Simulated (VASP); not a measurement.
**Cu: relaxation of cell and atoms with LDA**

Cu:

```
CELL_PARAMETERS angstrom
2.46108 0.00000 0.00000
-0.92224 2.28175 0.00000
-0.76942 -1.14087 2.04042
ATOMIC_POSITIONS crystal
Cu 0.00000 0.00000 0.00000
```

```
Program                : VASP 6.6.1
Task                   : relaxation of cell and atoms
Functional             : LDA
Potentials or basis    : VASP PAW LDA potentials, release 64 (Cu)
Cutoff                 : 600 eV
k mesh                 : 15 × 15 × 14
Occupations            : fermi-dirac, width 0.15 eV
Spin                   : no spin polarisation
Dipole correction      : no
Further INCAR settings : ALGO = Normal; EDIFF = 1e-06; ISYM = 0; IBRION = 2; EDIFFG = -0.01; NSW = 80; ISIF = 3
```

```json
{
 "Relaxed volume": "10.99 Å³/atom",
 "Relaxed cell": "a = 2.427 Å, b = 2.427 Å, c = 2.426 Å, α = 108.19°, β = 108.19°, γ = 112.03°",
 "Space group after relaxing (to 0.05 Å)": "I4/mmm (No. 139)",
 "Energy gained by relaxing": "10.5 meV/atom",
 "Ionic steps": "3",
 "Pressure after relaxing": "0.0 GPa"
}
```

Stress tensor (GPa, compression positive):
```
 0.02 -0.03  0.09
-0.03 -0.01  0.14
 0.09  0.14  0.03
```

The path:
```tsv
step	energy change (eV)	largest force (eV/Å)	pressure (GPa)	volume (Å³)
1	0.0000	0.0000	-6.83	11.46
2	-0.0048	0.0000	5.78	10.67
3	-0.0105	0.0000	0.01	10.99
```

Final structure:
```xyz
1
Lattice="2.4270 -0.0005 0.0006 -0.9099 2.2499 0.0006 -0.7580 -1.1240 2.0121" Properties=species:S:1:pos:R:3 pbc="T T T"
Cu    1.5171    2.2495    0.0012
```

Levels at points of the mesh, in eV from the Fermi level:
| k point | band 3 | band 4 | band 5 | band 6 | band 7 | band 8 | band 9 |
| --- | --- | --- | --- | --- | --- | --- | --- |
| (0.00, 0.00, 0.00) | -3.30 | -3.30 | -2.36 | -2.13 | 25.34 | 25.35 | 26.63 |
| (0.00, 0.00, 0.50) | -2.44 | -2.17 | -1.44 | -0.99 | 4.38 | 19.00 | 19.35 |

It took 2.7 min on 1 thread of AMD EPYC 9R45 96-Core Processor (Zen 5) (shared host), peak memory 0.29 GiB.
